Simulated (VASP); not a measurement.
# InGa2N3 (R-3m) in VASP: further runs, part 2 of 2

VASP 6.6.1. The steps go on from the part before.

### 3 Single point, PBE

This run uses another cell than the first one, of 17.94 Å³/atom, 1.104 times its volume.

The input, INCAR:

```
PREC = Accurate ; ENCUT = 520
EDIFF = 1E-6 ; ISMEAR = 0
SIGMA = 0.1 ; LREAL = F
LASPH = T ; NELM = 60
ALGO = Normal ; ISIF = 2
LWAVE = F ; LCHARG = F
GGA = PE ; NBANDS = 36
```

The input, KPOINTS:

```
regular mesh
0
Gamma
  6 6 6
```

The input, POSCAR:

```
InGa2N3
1.0
    2.6410275900      1.5247979900      4.4554815800
   -2.6410275900      1.5247979900      4.4554815800
    0.0000000000     -3.0495959800      4.4554815800
In Ga N
1 2 3
Direct
    0.0000000000      0.0000000000      0.0000000000
    0.3415513300      0.3415513300      0.3415513300
    0.6584486700      0.6584486700      0.6584486700
    0.0000000000      0.0000000000      0.5000000000
    0.5000000000      0.0000000000      0.0000000000
    0.0000000000      0.5000000000      0.0000000000
```

Potentials or basis: VASP PAW PBE potentials, release 64 (In_d, Ga_d, N).

On the command line:

```bash
$ cat potpaw_PBE.64/In_d/POTCAR potpaw_PBE.64/Ga_d/POTCAR potpaw_PBE.64/N/POTCAR > POTCAR
$ mpirun -np 1 vasp_std > vasp.out
```

OUTCAR:

```text
PREC = Accurate
   ENCUT = 520
   EDIFF = 1E-6
   ISMEAR = 0
   LREAL = F
   LASPH = T
   NELM = 60
   ISIF = 2
   GGA = PE

 ion  position               nearest neighbor table
   1  0.000  0.000  0.000-   4 2.70   4 2.70   6 2.70   5 2.70   6 2.70   5 2.70   2 3.05   3 3.05
                             2 3.05   3 3.05   2 3.05   3 3.05
   2  0.342  0.342  0.342-   1 3.05   1 3.05   1 3.05
   3  0.658  0.658  0.658-   1 3.05   1 3.05   1 3.05
   4  0.000  0.000  0.500-   1 2.70   1 2.70
   5  0.500  0.000  0.000-   1 2.70   1 2.70
   6  0.000  0.500  0.000-   1 2.70   1 2.70

[... 1142 lines left out ...]
  -------------------------------------------------------------------------------------
  Total       -4.8529744     -4.8529744    -16.0738958      0.0000000      0.0000000      0.0000000
  in kB      -72.2249796    -72.2249796   -239.2217035      0.0000000      0.0000000      0.0000000
  external PRESSURE =    -127.8905543 kB  Pullay stress =       0.0000000 kB

 VOLUME and BASIS-vectors are now :
 -----------------------------------------------------------------------------
  energy-cutoff  :      520.00
  volume of cell :      107.65
      direct lattice vectors                 reciprocal lattice vectors
     2.641027590  1.524797990  4.455481580     0.189320249  0.109304097  0.074814210
    -2.641027590  1.524797990  4.455481580    -0.189320249  0.109304097  0.074814210
     0.000000000 -3.049595980  4.455481580     0.000000000 -0.218608193  0.074814210

 POSITION                                       TOTAL-FORCE (eV/Angst)
 -----------------------------------------------------------------------------------
      0.00000      0.00000      0.00000         0.000000      0.000000      0.000000
      0.00000      0.00000      4.56533         0.000000      0.000000     -0.807870
      0.00000      0.00000      8.80112         0.000000      0.000000      0.807870
      0.00000     -1.52480      2.22774        -0.000000      0.000000     -0.000000
      1.32051      0.76240      2.22774         0.000000     -0.000000      0.000000
     -1.32051      0.76240      2.22774        -0.000000      0.000000     -0.000000
 -----------------------------------------------------------------------------------
    total drift:                               -0.000000      0.000000     -0.000000

  FREE ENERGIE OF THE ION-ELECTRON SYSTEM (eV)
  ---------------------------------------------------
  free  energy   TOTEN  =       -21.3682285190 eV

  energy  without entropy=      -21.3441156078  energy(sigma->0) =      -21.35617206
```

OSZICAR:

```text
N       E                     dE             d eps       ncg     rms          rms(c)
DAV:   1     0.518685961201E+03    0.51869E+03   -0.25432E+04  2392   0.223E+03
DAV:   2     0.632516301969E+02   -0.45543E+03   -0.43960E+03  2476   0.555E+02
DAV:   3    -0.173117470285E+02   -0.80563E+02   -0.77526E+02  2840   0.184E+02
DAV:   4    -0.233118882711E+02   -0.60001E+01   -0.58232E+01  2900   0.492E+01
DAV:   5    -0.235304714682E+02   -0.21858E+00   -0.21602E+00  3076   0.950E+00    0.753E+00
DAV:   6    -0.218561179299E+02    0.16744E+01   -0.14852E+01  3968   0.360E+01    0.567E+00
DAV:   7    -0.213976501080E+02    0.45847E+00   -0.23316E+00  2904   0.797E+00    0.182E+00
DAV:   8    -0.213683405763E+02    0.29310E-01   -0.40498E-01  2608   0.339E+00    0.410E-01
DAV:   9    -0.213676709160E+02    0.66966E-03   -0.18413E-02  3376   0.912E-01    0.232E-01
DAV:  10    -0.213682099364E+02   -0.53902E-03   -0.28371E-03  2620   0.511E-01    0.551E-02
DAV:  11    -0.213682110999E+02   -0.11635E-05   -0.41524E-04  3200   0.268E-01    0.247E-02
DAV:  12    -0.213682254112E+02   -0.14311E-04   -0.77595E-05  2932   0.637E-02    0.839E-03
DAV:  13    -0.213682279196E+02   -0.25084E-05   -0.61479E-06  2588   0.281E-02    0.395E-03
DAV:  14    -0.213682285190E+02   -0.59940E-06   -0.13413E-06  1736   0.126E-02
   1 F= -.21368229E+02 E0= -.21356172E+02  d E =-.241129E-01
```

Run time: 52 s. Hardware: 1 thread of Intel Xeon 6975P-C (Granite Rapids), shared host; peak memory 0.3 GiB.

Results:

| Property | Result |
| --- | --- |
| Free energy | -21.3682 eV |
| Pressure | -12.8 GPa |
| Largest force | 0.808 eV/Å |
| Band gap on the k mesh | zero (band 27 reaches 4.34 eV, above the bottom of band 28 at 2.88 eV) |

Forces on the atoms (eV/Å):
```
In   0.000  0.000  0.000
Ga   0.000  0.000 -0.808
Ga   0.000  0.000  0.808
N    0.000  0.000  0.000
N    0.000  0.000  0.000
N    0.000  0.000  0.000
```

Levels at points of the mesh, in eV from the Fermi level:
| k point | band 23 | band 24 | band 25 | band 26 | band 27 | band 28 | band 29 | band 30 | band 31 | band 32 |
| --- | --- | --- | --- | --- | --- | --- | --- | --- | --- | --- |
| (0.00, 0.00, 0.00) | -2.63 | -1.71 | -1.71 | -1.33 | -0.86 | 0.52 | 0.52 | 1.01 | 1.37 | 1.37 |
| (0.50, 0.00, 0.00) | -3.00 | -2.46 | -0.94 | -0.84 | -0.55 | -0.46 | 0.09 | 1.24 | 1.47 | 3.96 |
| (0.50, 0.50, 0.00) | -1.75 | -1.43 | -0.94 | -0.65 | -0.49 | -0.43 | 0.26 | 0.59 | 1.35 | 4.16 |
| (0.50, 0.50, 0.50) | -2.35 | -1.13 | -1.13 | -0.78 | 0.92 | 0.92 | 1.03 | 1.43 | 1.43 | 1.96 |

Caveat: spin-orbit coupling is left out, which moves the levels of the heavy elements.

### 4 Relaxation of cell and atoms, PBE

This run uses another cell than the first one, of 17.94 Å³/atom, 1.104 times its volume.

The input, INCAR:

```
SYSTEM = InGa2N3
ALGO = Normal ; EDIFF = 1E-7
EDIFFG = -0.04 ; ENCUT = 600
GGA = PE ; IBRION = 2
ISIF = 3 ; ISMEAR = 0
LASPH = .True. ; LCHARG = .False.
LREAL = .False. ; LWAVE = .False.
NELM = 100 ; NSW = 90
PREC = Accurate ; SIGMA = 0.1
```

The input, KPOINTS:

```
k-points
0
Gamma
  6 6 6
  0 0 0
```

POSCAR is that of step 3.

On the command line:

```bash
$ cat potpaw_PBE.64/In_d/POTCAR potpaw_PBE.64/Ga_d/POTCAR potpaw_PBE.64/N/POTCAR > POTCAR
$ mpirun -np 1 vasp_std > vasp.out
```

It took 16 min on 1 thread of Intel Xeon 6975P-C (Granite Rapids), shared host; peak memory 0.45 GiB.

It converged, with:

| Item | Value |
| --- | --- |
| Free energy | -27.4930 eV |
| Relaxed volume | 13.58 Å³/atom |
| Relaxed cell | a = 4.351 Å, b = 4.351 Å, c = 4.351 Å, α = 85.06°, β = 85.06°, γ = 85.06° |
| Space group after relaxing (to 0.05 Å) | R-3m (No. 166) |
| Energy gained by relaxing | 1020.3 meV/atom |
| Ionic steps | 14 |
| Pressure after relaxing | 0.2 GPa |
| Largest force after relaxing | 0.023 eV/Å |
| Band gap on the k mesh | zero (band 27 reaches 5.93 eV, above the bottom of band 28 at 5.07 eV) |

Forces in eV/Å, atoms in the order of the input:
```
In   0.000  0.000  0.000
Ga   0.000  0.000  0.023
Ga   0.000  0.000 -0.023
N    0.000  0.000  0.000
N    0.000  0.000  0.000
N    0.000  0.000  0.000
```

Stress tensor (GPa, compression positive):
```
 0.39  0.00  0.00
 0.00  0.39  0.00
 0.00  0.00 -0.05
```

The path:
```
step  energy change (eV)  largest force (eV/Å)  pressure (GPa)  volume (Å³)
   1              0.0000                0.8071          -12.83       107.65
   2             -2.1527                1.0525           -4.26        86.51
   3             -2.5492                1.0298            4.24        79.11
   4             -2.5817                0.9646            9.33        76.17
   5             -3.9185                1.0128           13.24        74.72
   6              8.0747               21.6537          119.55        61.68
   7             -4.4257                0.7677           12.46        73.83
   8             -4.9572                2.1568           30.61        69.11
   9             -5.4149                0.2844           19.22        71.33
  10             -5.4149                0.7268           22.06        70.69
  11             -5.9863                0.9449            3.76        80.60
  12             -5.9969                0.8845            5.58        79.23
  13             -6.1198                0.1201            0.86        81.21
  14             -6.1217                0.0235            0.25        81.51
```

Final structure:
```
In Ga N
1.0
     2.94114    1.69807    2.72003
    -2.94114    1.69807    2.72003
     0.00000   -3.39614    2.72003
In Ga N
1 2 3
Cartesian
  0.0000 0.0000 0.0000
  0.0000 0.0000 2.7211
  0.0000 0.0000 5.4390
  0.0000 -1.6981 1.3600
  1.4706 0.8490 1.3600
  -1.4706 0.8490 1.3600
```

Levels at points of the mesh, in eV from the Fermi level:
```tsv
k point	band 24	band 25	band 26	band 27	band 28	band 29	band 30	band 31
(0.00, 0.00, 0.00)	-1.84	-1.84	-0.41	-0.41	-0.02	2.74	3.78	3.78
(0.50, 0.00, 0.00)	-2.32	-1.24	-0.94	-0.20	0.27	0.59	5.09	5.81
(0.50, 0.50, 0.00)	-2.02	-1.80	-0.20	0.24	0.60	1.94	4.56	5.08
(0.50, 0.50, 0.50)	-0.09	-0.09	0.60	0.60	0.74	4.00	4.36	6.20
```

Caveat: the volume moved by over 15 % at a fixed basis, so the end points are rough; spin-orbit coupling is left out, which moves the levels of the heavy elements.

### 5 Single point, PBE, collinear spin, ferromagnetic start

The input, INCAR:

```
  ALGO = Normal
  EDIFF = 1E-6
  ENCUT = 520
  GGA = PE
  ISIF = 2
  ISMEAR = 0
  ISPIN = 2
  LASPH = True
  LCHARG = False
  LORBIT = 11
  LREAL = False
  LWAVE = False
  MAGMOM = 0 0 0 1 1 1
  NBANDS = 40
  NELM = 150
  PREC = Accurate
  SIGMA = 0.1
```

The input, KPOINTS:

```
k-points
0
Gamma
  6 6 6
```

The input, POSCAR:

```
InGa2N3
1.0
    2.9411714768      1.6980861439      3.2528364262
   -2.9411714768      1.6980861439      3.2528364262
    0.0000000000     -3.3961722878      3.2528364262
In Ga N
1 2 3
Direct
    0.0000000000      0.0000000000      0.0000000000
    0.2660370547      0.2660370547      0.2660370547
    0.7339629453      0.7339629453      0.7339629453
    0.0000000000      0.0000000000      0.5000000000
    0.5000000000      0.0000000000      0.0000000000
    0.0000000000      0.5000000000      0.0000000000
```

On the command line:

```bash
$ cat potpaw_PBE.64/In_d/POTCAR potpaw_PBE.64/Ga_d/POTCAR potpaw_PBE.64/N/POTCAR > POTCAR
$ mpirun -np 1 vasp_std > vasp.out
```

Wall time 2.1 min (1 thread of Intel Xeon 6975P-C (Granite Rapids), shared host); peak memory 0.35 GiB.

Results (log left out):

```yaml
Free_energy: -27.7801 eV
Pressure: 0.6 GPa
Largest_force: 0.085 eV/Å
Net_moment: -0.76 μB per cell
Site_moments: In +0.02; Ga +0.02; N -0.20 μB
Valence_electrons_inside_the_program's_atomic_spheres: In 11.32; Ga 11.67; N 3.62
```

Forces in eV/Å, atoms in the order of the input:
```
In   0.000  0.000  0.000
Ga   0.000  0.000  0.085
Ga   0.000  0.000 -0.085
N    0.000  0.000  0.000
N    0.000  0.000  0.000
N    0.000  0.000  0.000
```

Levels at points of the mesh, in eV from the Fermi level:
Spin up:
| k point | band 24 | band 25 | band 26 | band 27 | band 28 | band 29 | band 30 | band 31 |
| --- | --- | --- | --- | --- | --- | --- | --- | --- |
| (0.00, 0.00, 0.00) | -3.00 | -2.21 | -0.27 | -0.27 | -0.24 | 0.49 | 2.58 | 3.67 |
| (0.50, 0.00, 0.00) | -2.59 | -1.63 | -0.79 | -0.23 | 0.13 | 1.30 | 3.21 | 5.94 |
| (0.50, 0.50, 0.00) | -1.62 | -1.49 | -0.47 | 0.34 | 0.92 | 1.31 | 4.73 | 4.89 |
| (0.50, 0.50, 0.50) | -0.80 | -0.80 | -0.07 | -0.07 | 0.78 | 2.17 | 4.39 | 4.55 |
Spin down:
```
           k point  band 24  band 25  band 26  band 27  band 28  band 29  band 30  band 31
(0.00, 0.00, 0.00)    -3.19    -2.21    -0.75    -0.75    -0.28    -0.28     2.58     3.69
(0.50, 0.00, 0.00)    -2.81    -2.05    -1.44    -0.50    -0.23     1.10     3.09     5.91
(0.50, 0.50, 0.00)    -2.12    -2.02    -0.76    -0.25     0.88     1.23     4.49     4.76
(0.50, 0.50, 0.50)    -1.16    -0.99    -0.36    -0.36    -0.02     2.15     4.30     4.52
```

Caveat: spin-orbit coupling is left out, which moves the levels of the heavy elements.

### 6 Summary

```csv
task,spin,cell,cutoff (eV),gap on the mesh (eV),pressure (GPa),largest force (eV/Å)
single point,off,"a = 4.703 Å, angles 77.4°, 6 atoms",520,none,0.3,0.02
single point,off,"a = 5.399 Å, angles 58.6°, 6 atoms",520,none,-12.8,0.81
relaxation of cell and atoms,off,"relaxed from a = 5.399 Å, angles 58.6°, 6 atoms",600,none,0.2,0.02
single point,"collinear, ferromagnetic start","a = 4.703 Å, angles 77.4°, 6 atoms",520,none,0.6,0.08
```

Alike in all rows: level PBE; potentials or basis VASP PAW PBE potentials, release 64 (In_d, Ga_d, N); k mesh 6 × 6 × 6; smearing gaussian 0.1 eV.

Caveats: spin-orbit coupling is left out, which moves the levels of the heavy elements; the volume moved by over 15 % at a fixed basis, so the end points are rough (some runs).

Absolute energies hang on the potentials; compare differences alone.
